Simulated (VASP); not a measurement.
**MgH2: dielectric tensor with PBE**

The system is MgH2.

```
CELL_PARAMETERS angstrom
4.48495 0.00000 0.00000
0.00000 4.48495 0.00000
0.00000 0.00000 2.99641
ATOMIC_POSITIONS crystal
Mg 0.00000 0.00000 0.00000
Mg 0.50000 0.50000 0.50000
H 0.30468 0.30468 0.00000
H 0.19532 0.80468 0.50000
H 0.69532 0.69532 0.00000
H 0.80468 0.19532 0.50000
```

```
Program                : VASP 6.6.1
Task                   : dielectric tensor
Functional             : PBE
Potentials or basis    : VASP PAW PBE potentials, release 64 (Mg, H)
Cutoff                 : 520 eV
k mesh                 : 6 × 6 × 8
Occupations            : gaussian, width 0.01 eV
Spin                   : no spin polarisation
Dipole correction      : no
Further INCAR settings : ALGO = Normal; EDIFF = 1e-08
```

* Band gap on the k mesh: 3.84 eV (least direct gap 4.60 eV)
* Electronic dielectric tensor (diagonal): 3.91, 3.91, 3.95
* Born charges (mean of the diagonal): Mg +1.89; H -0.94 e

Levels at points of the mesh, in eV from the valence-band top:
```csv
k point,band 1,band 2,band 3,band 4,band 5,band 6,band 7,band 8
"(0.00, 0.00, 0.00)",-6.51,-1.46,-1.46,-0.44,4.73,5.11,9.25,9.25
"(0.50, 0.00, 0.00)",-4.88,-4.88,-0.51,-0.51,5.38,5.38,10.16,10.16
"(0.50, 0.50, 0.00)",-3.79,-3.79,-2.77,-2.77,9.15,9.15,9.26,9.26
"(0.00, 0.00, 0.50)",-3.05,-3.05,-0.08,-0.08,6.41,6.41,6.85,6.85
"(0.50, 0.00, 0.50)",-2.30,-2.30,-1.09,-1.09,5.21,5.21,6.88,6.88
"(0.50, 0.50, 0.50)",-1.90,-1.90,-0.96,-0.96,3.91,3.91,4.19,4.19
```

Electronic dielectric tensor:
```
3.91 0.00 0.00
0.00 3.91 0.00
0.00 0.00 3.95
```

Born effective charge tensors (e):
atom 1, Mg
```
1.86 0.12 0.00
0.12 1.86 0.00
0.00 0.00 1.95
```
atom 2, Mg
```
 1.86 -0.12  0.00
-0.12  1.86  0.00
 0.00  0.00  1.95
```
atom 3, H
```
-0.93 -0.21  0.00
-0.21 -0.93  0.00
 0.00  0.00 -0.97
```
atom 4, H
```
-0.93  0.21  0.00
 0.21 -0.93  0.00
 0.00  0.00 -0.97
```
atom 5, H
```
-0.93 -0.21  0.00
-0.21 -0.93  0.00
 0.00  0.00 -0.97
```
atom 6, H
```
-0.93  0.21  0.00
 0.21 -0.93  0.00
 0.00  0.00 -0.97
```

It took 99 s on 1 thread of Intel(R) Xeon(R) Platinum 8488C (Sapphire Rapids), with other jobs on the host, peak memory 0.27 GiB.

A k mesh can miss the band edges.
